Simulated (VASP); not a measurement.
Here is a VASP 6.6.1 calculation.

File INCAR:

```
PREC = Accurate ; ENCUT = 520
EDIFF = 1E-6 ; ISMEAR = 0
SIGMA = 0.01 ; LREAL = F
LASPH = T ; NELM = 80
ALGO = Normal ; ISIF = 2
LWAVE = F ; LCHARG = F
GGA = PE ; NBANDS = 31
```

The input KPOINTS:

```
regular mesh
0
Gamma
  6 6 4
```

POSCAR

```
HfO2
1.0
    3.6400084044      0.0000000000      0.0000000000
    0.0000000000      3.6400084044      0.0000000000
    0.0000000000      0.0000000000      5.3157444352
Hf O
2 4
Direct
    0.5000000000      0.5000000000      0.5000000000
    0.0000000000      0.0000000000      0.0000000000
    0.0000000000      0.5000000000      0.6932841984
    0.5000000000      0.0000000000      0.8067158016
    0.5000000000      0.0000000000      0.3067158016
    0.0000000000      0.5000000000      0.1932841984
```

Potentials or basis: VASP PAW PBE potentials, release 64 (Hf_pv, O).

The run is started by

```sh
$ cat potpaw_PBE.64/Hf_pv/POTCAR potpaw_PBE.64/O/POTCAR > POTCAR
$ mpirun -np 1 vasp_std > vasp.out
```

(1) Estimate the band gap on the k mesh.

(2) What does it give for the pressure?

(3) What does it give for the largest force?

Answers

(1) 4.53 eV (least direct gap 4.59 eV).

(2) -9.5 GPa.

(3) 0.211 eV/Å.

Caveat: the cell stands under tension; spin-orbit coupling is left out, which moves the levels of the heavy elements.
